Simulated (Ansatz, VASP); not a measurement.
# Pt5Au in VASP and in Ansatz

```xyz
6
Lattice="2.8080 0.0000 0.0000 0.0000 2.8080 0.0000 0.0000 0.0000 25.9278" Properties=species:S:1:pos:R:3 pbc="T T T"
Au    0.7020    0.7020    8.0567
Pt    2.1060    2.1060    9.9938
Pt    0.7020    0.7020   11.9707
Pt    2.1060    2.1060   13.9571
Pt    0.7020    0.7020   15.9340
Pt    2.1060    2.1060   17.8711
```

Alike in both runs: task single point; functional PBE; k mesh 12 × 12 × 1; occupations fermi-dirac, width 0.08 eV; no spin polarisation.

|  | VASP | Ansatz |
| --- | --- | --- |
| version | VASP 6.6.1 | Ansatz 0.2.0 |
| potentials or method | VASP PAW PBE potentials, release 64 (Au, Pt) | PAW with Ansatz's default frozen-core files, scalar-relativistic |
| plane-wave cutoff (eV) | 520 | 420 |
| valence electrons in the cell | 61 | 109 |

```csv
,VASP,Ansatz,Ansatz less VASP
rms of the force components (eV/Å),0.337,0.339,+0.0023
```

Atom by atom the forces differ by 0.006 eV/Å (rms over components). VASP's potentials hold 61 valence electrons a cell and Ansatz's 109, so a difference there can come from the potentials and not from the codes.

Neither program's run includes spin-orbit coupling.
